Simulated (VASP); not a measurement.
# CoPtO2 (R-3m) in VASP: single point with PBE

Aim: the single point of CoPtO2 with PBE.

Everything below comes from runs of VASP 6.6.1. Logs are shortened: lines on timing, memory, paths and dates and some standing lists are left out, and cuts for length are marked.

## (1) The cell of the first run

The structure is trigonal, space group R-3m (No. 166). The conventional cell has a = 2.855 Å, b = 2.855 Å, c = 17.883 Å, α = 90.00°, β = 90.00°, γ = 120.00°. Co (site symmetry -3m) has 6 O at 1.91 Å within 2.5 Å. Within 2.7 Å of Pt (site symmetry -3m) lie 2 O at 2.01 Å. O (site symmetry 3m) has 3 Co at 1.91 Å and 1 Pt at 2.01 Å and 3 O at 2.55 Å within 2.6 Å.

## (2) Single point, PBE

File INCAR:

```
PREC = Accurate
ENCUT = 520
EDIFF = 1E-7
ISMEAR = 0
SIGMA = 0.1
LREAL = False
LASPH = True
NELM = 100
ALGO = Normal
ISIF = 2
LWAVE = False
LCHARG = False
GGA = PE
NBANDS = 24
```

File KPOINTS:

```
regular mesh
0
Gamma
  18 18 18
```

File POSCAR:

```
CoPtO2
1.0
    1.4274406305      0.8241332323      5.9610290260
   -1.4274406305      0.8241332323      5.9610290260
    0.0000000000     -1.6482664645      5.9610290260
Co Pt O
1 1 2
Direct
    0.5000000000      0.5000000000      0.5000000000
    0.0000000000      0.0000000000      0.0000000000
    0.8876514204      0.8876514204      0.8876514204
    0.1123485796      0.1123485796      0.1123485796
```

Potentials or basis: VASP PAW PBE potentials, release 64 (Co, Pt, O).

Command:

```
$ cat potpaw_PBE.64/Co/POTCAR potpaw_PBE.64/Pt/POTCAR potpaw_PBE.64/O/POTCAR > POTCAR
$ mpirun -np 1 vasp_std > vasp.out
```

OUTCAR:

```text
PREC = Accurate
   ENCUT = 520
   EDIFF = 1E-7
   ISMEAR = 0
   LREAL = False
   LASPH = True
   NELM = 100
   ISIF = 2
   GGA = PE

 ion  position               nearest neighbor table
   1  0.500  0.500  0.500-   4 1.91   4 1.91   3 1.91   3 1.91   4 1.91   3 1.91
   2  0.000  0.000  0.000-   3 2.01   4 2.01
   3  0.888  0.888  0.888-   1 1.91   1 1.91   1 1.91   2 2.01
   4  0.112  0.112  0.112-   1 1.91   1 1.91   1 1.91   2 2.01

  LATTYP: Found a trigonal (rhomboedric) cell.
 ALAT       =     6.1847109380
 COS(alpha) =     0.8934613249

  Lattice vectors:

 A1 = (   1.4274406305,   0.8241332323,   5.9610290260)
 A2 = (  -1.4274406305,   0.8241332323,   5.9610290260)
 A3 = (   0.0000000000,  -1.6482664645,   5.9610290260)

Analysis of symmetry for initial positions (statically):
=====================================================================
 Subroutine PRICEL returns:
 Original cell was already a primitive cell.

 Routine SETGRP: Setting up the symmetry group for a
 trigonal (rhombohedral) supercell.

 Subroutine GETGRP returns: Found 12 space group operations
 (whereof 12 operations were pure point group operations)
 out of a pool of 12 trial point group operations.

The static configuration has the point symmetry D_3d.

Analysis of symmetry for dynamics (positions and initial velocities):
=====================================================================
 Subroutine PRICEL returns:
 Original cell was already a primitive cell.

 Routine SETGRP: Setting up the symmetry group for a
 trigonal (rhombohedral) supercell.

 Subroutine GETGRP returns: Found 12 space group operations
 (whereof 12 operations were pure point group operations)
 out of a pool of 12 trial point group operations.

The dynamic configuration has the point symmetry D_3d.

 Subroutine INISYM returns: Found 12 space group operations
 (whereof 12 operations are pure point group operations),
 and found     1 'primitive' translations

----------------------------------------------------------------------------------------

                                     Primitive cell

  volume of cell :      42.0754

  direct lattice vectors                    reciprocal lattice vectors
[... 87 lines left out ...]
   LSORBIT =      F    spin-orbit coupling
   LASPH  =      T    aspherical Exc in radial PAW
   ENCUT  =  520.0 eV  38.22 Ry    6.18 a.u.  11.50 11.50 11.50*2*pi/ulx,y,z
   NELM   =    100;   NELMIN=  2; NELMDL= -5     # of ELM steps
   EDIFF  = 0.1E-06   stopping-criterion for ELM
   LREAL  =      F    real-space projection
   EDIFFG = 0.1E-05   stopping-criterion for IOM
   NSW    =      0    number of steps for IOM
   IBRION =     -1    ionic relax: 0-MD 1-quasi-New 2-CG
   NFREE  =      0    steps in history (QN), initial steepest desc. (CG)
   ISIF   =      2    stress and relaxation
   ISYM   =      2    0-nonsym 1-usesym 2-fastsym
   POTIM  = 0.5000    time-step for ionic-motion
   TEBEG  =    0.0;   TEEND  =   0.0 temperature during run
   PSTRESS=    0.0 pullay stress
   NELECT =      31.0000    total number of electrons
   NUPDOWN=      -1.0000    fix difference up-down
   EMIN   =  10.00;   EMAX   =-10.00  energy-range for DOS
   EFERMI =   0.00;   METHOD = LEGACY
   ISMEAR =     0;   SIGMA  =   0.10  broadening in eV -4-tet -1-fermi 0-gaus
   EFERMI_NEDOS =   21; number of points for ismear=-14 and -15
   IALGO  =     38    algorithm
   IMIX   =      4    mixing-type and parameters
     AMIX     =   0.40;   BMIX     =  1.00
     AMIX_MAG =   1.60;   BMIX_MAG =  1.00
  volume/ion in A,a.u.               =      10.52        70.98
  Fermi-wavevector in a.u.,A,eV,Ry     =   1.478607  2.794162 29.746125  2.186278
  Thomas-Fermi vector in A             =   2.592867
   LORBIT       =      0    0 simple, 1 ext, 2 COOP (PROOUT), +10 PAW based schemes
   GGA     = PE    functional components
   LHFCALC =     F    Hartree Fock is set to
   AEXX    =    0.0000 exact exchange contribution
   IVDW    =     0    specifies the selected vdW correction
   LEPSILON=     F    determine dielectric tensor
   LRPA    =     F    only Hartree local field effects (RPA)
 non-spin polarized calculation
 Gauss-broadening in eV      SIGMA  =   0.10
  energy-cutoff  :      520.00
  volume of cell :       42.08
 maximum number of plane-waves:      1150
 NGX is ok and might be reduce to    48
   NGX = 23   NGY = 23   NGZ = 23

 number of electron      30.9999998 magnetization

 Free energy of the ion-electron system (eV)
  ---------------------------------------------------
  ext. energy  EPLUGINS =         0.00000000
  ---------------------------------------------------
  free energy    TOTEN  =       -26.45567374 eV

  energy without entropy =      -26.45204394  energy(sigma->0) =      -26.45385884

 E-fermi :   8.2992     XC(G=0): -12.5361

 val. band max:        8.2619972335   @ k =  -0.3333   0.5000   0.2778
 cond. band min:       8.3518898629   @ k =  -0.3333  -0.3333   0.1667
 fundamental gap:      0.0898926294
 Fermi energy:         8.2991730148

 k-point     1 :       0.0000    0.0000    0.0000
  band No.  band energies     occupation
      1     -13.0482      2.00000
      2     -11.2072      2.00000
      3      -1.0855      2.00000
      4       1.5452      2.00000
      5       1.9600      2.00000
      6       1.9600      2.00000
[... 637 lines left out ...]
     23      21.9537      0.00000
     24      22.4962      0.00000

 [... further k-points ...]

------------------------ aborting loop because EDIFF is reached ----------------------------------------

  FORCE on cell =-STRESS in cart. coord.  units (eV):
  Direction    XX          YY          ZZ          XY          YZ          ZX
  --------------------------------------------------------------------------------------
  -------------------------------------------------------------------------------------
  Total       -0.0123732     -0.0123732      0.0979668      0.0000000      0.0000000      0.0000000
  in kB       -0.4711556     -0.4711556      3.7304536      0.0000000      0.0000000      0.0000000
  external PRESSURE =       0.9293808 kB  Pullay stress =       0.0000000 kB

 VOLUME and BASIS-vectors are now :
 -----------------------------------------------------------------------------
  energy-cutoff  :      520.00
  volume of cell :       42.08
      direct lattice vectors                 reciprocal lattice vectors
     1.427440631  0.824133232  5.961029026     0.350277265  0.202232673  0.055918757
    -1.427440631  0.824133232  5.961029026    -0.350277265  0.202232673  0.055918757
     0.000000000 -1.648266465  5.961029026     0.000000000 -0.404465346  0.055918757

 POSITION                                       TOTAL-FORCE (eV/Angst)
 -----------------------------------------------------------------------------------
      0.00000      0.00000      8.94154         0.000000     -0.000000     -0.000000
      0.00000      0.00000      0.00000        -0.000000     -0.000000     -0.000000
      0.00000      0.00000     15.87395        -0.000000      0.000000      0.018309
      0.00000      0.00000      2.00914        -0.000000     -0.000000     -0.018309
 -----------------------------------------------------------------------------------
    total drift:                               -0.000000      0.000000     -0.000000

  FREE ENERGIE OF THE ION-ELECTRON SYSTEM (eV)
  ---------------------------------------------------
  free  energy   TOTEN  =       -26.4556737372 eV

  energy  without entropy=      -26.4520439401  energy(sigma->0) =      -26.45385884
```

OSZICAR:

```text
N       E                     dE             d eps       ncg     rms          rms(c)
DAV:   1     0.234799777616E+03    0.23480E+03   -0.15059E+04 28288   0.142E+03
DAV:   2    -0.137482123553E+02   -0.24855E+03   -0.22307E+03 30296   0.340E+02
DAV:   3    -0.312032172996E+02   -0.17455E+02   -0.16962E+02 34224   0.101E+02
DAV:   4    -0.314610668232E+02   -0.25785E+00   -0.25766E+00 31784   0.125E+01
DAV:   5    -0.314669701107E+02   -0.59033E-02   -0.59030E-02 35736   0.191E+00    0.262E+01
DAV:   6    -0.336872722766E+02   -0.22203E+01   -0.28424E+01 32664   0.948E+01    0.368E+01
DAV:   7    -0.274037376536E+02    0.62835E+01   -0.22370E+01 35808   0.120E+02    0.164E+01
DAV:   8    -0.264385109991E+02    0.96523E+00   -0.49089E+00 38176   0.208E+01    0.553E+00
DAV:   9    -0.264558171500E+02   -0.17306E-01   -0.33240E-01 30736   0.465E+00    0.179E+00
DAV:  10    -0.264567223055E+02   -0.90516E-03   -0.11178E-02 42064   0.113E+00    0.623E-01
DAV:  11    -0.264565413732E+02    0.18093E-03   -0.33323E-03 38472   0.572E-01    0.380E-01
DAV:  12    -0.264558551768E+02    0.68620E-03   -0.62743E-04 40504   0.475E-01    0.175E-01
DAV:  13    -0.264556801408E+02    0.17504E-03   -0.34472E-04 42064   0.272E-01    0.360E-02
DAV:  14    -0.264556787836E+02    0.13573E-05   -0.50919E-05 32944   0.835E-02    0.292E-02
DAV:  15    -0.264556736916E+02    0.50920E-05   -0.60542E-06 40544   0.391E-02    0.762E-03
DAV:  16    -0.264556737865E+02   -0.94953E-07   -0.26568E-06 43008   0.228E-02    0.345E-03
DAV:  17    -0.264556737372E+02    0.49364E-07   -0.33125E-07 31640   0.753E-03
   1 F= -.26455674E+02 E0= -.26453859E+02  d E =-.362980E-02
```

stdout:

```text
POSCAR found type information on POSCAR CoPtO
 POSCAR found :  3 types and       4 ions
 scaLAPACK will be used
 LDA part: xc-table for (Slater+PW92), standard interpolation
 POSCAR, INCAR and KPOINTS ok, starting setup
 FFT: planning ... GRIDC
 FFT: planning ... GRID_SOFT
 FFT: planning ... GRID
 WAVECAR not read
 entering main loop
```

Run time: 32 min. Hardware: 1 thread of Intel Xeon Platinum 8259CL at 2.50GHz (Skylake/Cascade Lake), shared host; peak memory 0.8 GiB.

What came out:

- Free energy: -26.4557 eV
- Pressure: 0.1 GPa
- Largest force: 0.018 eV/Å
- Band gap on the k mesh: zero (an odd number of electrons rules out a gap without spin polarisation)

Forces on the atoms (eV/Å):
```
Co   0.000  0.000  0.000
Pt   0.000  0.000  0.000
O    0.000  0.000  0.018
O    0.000  0.000 -0.018
```

Levels at points of the mesh, in eV from the Fermi level:
| k point | band 12 | band 13 | band 14 | band 15 | band 16 | band 17 | band 18 | band 19 | band 20 | band 21 |
| --- | --- | --- | --- | --- | --- | --- | --- | --- | --- | --- |
| (0.00, 0.00, 0.00) | -1.86 | -1.86 | -1.54 | -1.54 | -1.44 | 1.83 | 1.83 | 2.74 | 5.58 | 8.87 |
| (0.50, 0.00, 0.00) | -1.35 | -1.21 | -0.98 | 0.05 | 0.98 | 1.29 | 1.30 | 2.58 | 6.96 | 9.95 |
| (0.50, 0.50, 0.00) | -1.75 | -1.21 | -1.02 | 0.05 | 0.14 | 1.71 | 2.16 | 2.59 | 7.60 | 9.05 |
| (0.50, 0.50, 0.50) | -1.79 | -1.79 | -0.84 | -0.69 | -0.69 | 1.41 | 1.41 | 3.98 | 4.53 | 8.71 |

Caveat: spin-orbit coupling is left out, which moves the levels of the heavy elements; an odd number of electrons without spin polarisation forces a metal; a magnetic or distorted state may lie lower; the run has no spin polarisation, though such a crystal can be magnetic; semilocal functionals often make such compounds metallic where correlation or magnetic order opens a gap, which also shifts bond lengths.
